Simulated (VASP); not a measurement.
A run of VASP 6.6.1:

The input INCAR:

```
SYSTEM = Ga
PREC = Accurate
ENCUT = 520
EDIFF = 1E-6
ISMEAR = -1
SIGMA = 0.05
LREAL = .False.
LASPH = .True.
NELM = 60
ALGO = Normal
ISIF = 2
LWAVE = .False.
LCHARG = .False.
GGA = PE
NBANDS = 12
```

File KPOINTS:

```
regular mesh
0
Gamma
  14 14 16
  0 0 0
```

POSCAR

```
Ga
1.0
   -1.4584950000      1.3916250000      2.2290000000
    1.3916250000     -1.4584950000      2.2290000000
    1.4163750000      1.4163750000     -2.2711200000
Ga
1
Direct
    0.0000000000      0.0000000000      0.0000000000
```

Potentials or basis: VASP PAW PBE potentials, release 64 (Ga_d).

The run is started by

```console
$ cat potpaw_PBE.64/Ga_d/POTCAR > POTCAR
$ mpirun -np 1 vasp_std > vasp.out
```

Hardware: 1 thread of Intel(R) Xeon(R) 6975P-C (Granite Rapids), with other jobs on the host.

Task: How long does it take, and how much memory?

Result: Wall time 38 s on 1 thread of Intel(R) Xeon(R) 6975P-C (Granite Rapids) (shared host), peak memory 0.28 GiB. Counts: scf iterations 10, k points 849.
